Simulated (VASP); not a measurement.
Write the native input for VASP 6.6.1 that does the following.

```yaml
Task: relaxation of cell and atoms
Functional: PBE
Potentials_or_basis: VASP PAW PBE potentials, release 64 (Nd_3, Mo_sv), 4f in core
Cutoff: 500 eV
k_mesh: 6 × 6 × 6
Occupations: gaussian, width 0.2 eV
Spin: no spin polarisation
Dipole_correction: no
Further_INCAR_settings: ALGO = Normal; EDIFF = 1e-07; IBRION = 2; EDIFFG = -0.08; NSW = 36; ISIF = 3
```

The structure of NdMo lies in POSCAR:

```
NdMo
1.0
    2.0420581500      1.1789828200      3.1162592700
   -2.0420581500      1.1789828200      3.1162592700
    0.0000000000     -2.3579656400      3.1162592700
Nd Mo
1 1
Direct
    0.7678580100      0.7678580100      0.7678580100
    0.1500044600      0.1500044600      0.1500044600
```

The cell was generated, and may not be a known phase.

These files were run (other wordings do the same):

INCAR

```
SYSTEM = NdMo
ALGO     = Normal         ! electronic algorithm
EDIFF    = 1E-7           ! SCF threshold, eV
EDIFFG   = -0.08          ! ionic threshold
ENCUT    = 500            ! plane-wave cutoff, eV
GGA      = PE             ! functional
GGA_COMPAT= .FALSE.      
IBRION   = 2              ! ionic algorithm
ISIF     = 3              ! what is computed and relaxed
ISMEAR   = 0              ! smearing method
LASPH    = .TRUE.         ! aspherical terms in the spheres
LCHARG   = .FALSE.        ! write CHGCAR
LMAXMIX  = 6              ! l up to which the mixer works
LREAL    = .FALSE.        ! projectors in reciprocal space
LWAVE    = .FALSE.        ! write WAVECAR
NELM     = 200            ! most SCF steps
NELMIN   = 4            
NSW      = 36             ! ionic steps
PREC     = Accurate       ! precision mode
SIGMA    = 0.2            ! smearing width, eV
```

KPOINTS

```
k-points
0
G
  6 6 6
  0 0 0
```

Potentials or basis: VASP PAW PBE potentials, release 64 (Nd_3, Mo_sv), 4f in core.

The run is started by

```console
$ cat potpaw_PBE.64/Nd_3/POTCAR potpaw_PBE.64/Mo_sv/POTCAR > POTCAR
$ mpirun -np 1 vasp_std > vasp.out
```

It gave:

The relaxed volume is 22.71 Å³/atom and the relaxed cell is a = 3.573 Å, b = 3.573 Å, c = 3.573 Å, α = 93.04°, β = 93.04°, γ = 93.04°. The space group after relaxing (to 0.1 Å) is R-3m (No. 166) and the pressure after relaxing is 0.1 GPa. The largest force after relaxing is 0.042 eV/Å and the band gap on the k mesh is zero (an odd number of electrons rules out a gap without spin polarisation).

Caveat: spin-orbit coupling is left out, which moves the levels of the heavy elements; the 4f electrons are frozen in the core, so they carry no moment and show no levels; the relaxation stopped at a loose force limit of 0.08 eV/Å, so its end isn't a converged minimum.

It took 4 min on 1 thread of AMD EPYC 9R45 96-Core Processor (Zen 5) (shared host), peak memory 0.16 GiB.
